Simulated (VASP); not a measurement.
# MgS: single point with PBEsol-based global hybrid with 25 % exact exchange

The system is MgS.

```
S Mg
1.0
     0.00000    2.58253    2.58253
     2.58253    0.00000    2.58253
     2.58253    2.58253    0.00000
S Mg
1 1
Direct
  0.50000 0.50000 0.50000
  0.00000 0.00000 0.00000
```

```yaml
Program: VASP 6.6.1
Task: single point
Functional: PBEsol-based global hybrid with 25 % exact exchange
Potentials_or_basis: VASP PAW PBE potentials, release 64 (S, Mg)
Cutoff: 520 eV
k_mesh: 5 × 5 × 5
Occupations: fermi-dirac, width 0.05 eV
Spin: no spin polarisation
Dipole_correction: no
Grid_for_exact_exchange_PRECFOCK: Normal
Share_of_exact_exchange: 0.25
Further_INCAR_settings: ALGO = Normal; EDIFF = 1e-06; NBANDS = 11
```

```
Pressure               : -0.3 GPa
Band gap on the k mesh : 4.94 eV (least direct gap 5.63 eV)
```

Levels at points of the mesh, in eV from the valence-band top:
```
           k point  band 1  band 2  band 3  band 4  band 5  band 6  band 7  band 8  band 9
(0.00, 0.00, 0.00)  -14.16    0.00    0.00    0.00    5.63    9.79    9.79    9.79   12.47
```

It took 8 min on 1 thread of AMD EPYC 7R43 64-Core Processor (Zen 3) (shared host), peak memory 0.14 GiB.

Caveat: the k points lie up to 0.42 Å⁻¹ apart; the PAW data sets were made with another functional, which shifts forces and pressure a little; an odd mesh through Γ misses points on the zone boundary, where band edges can lie.
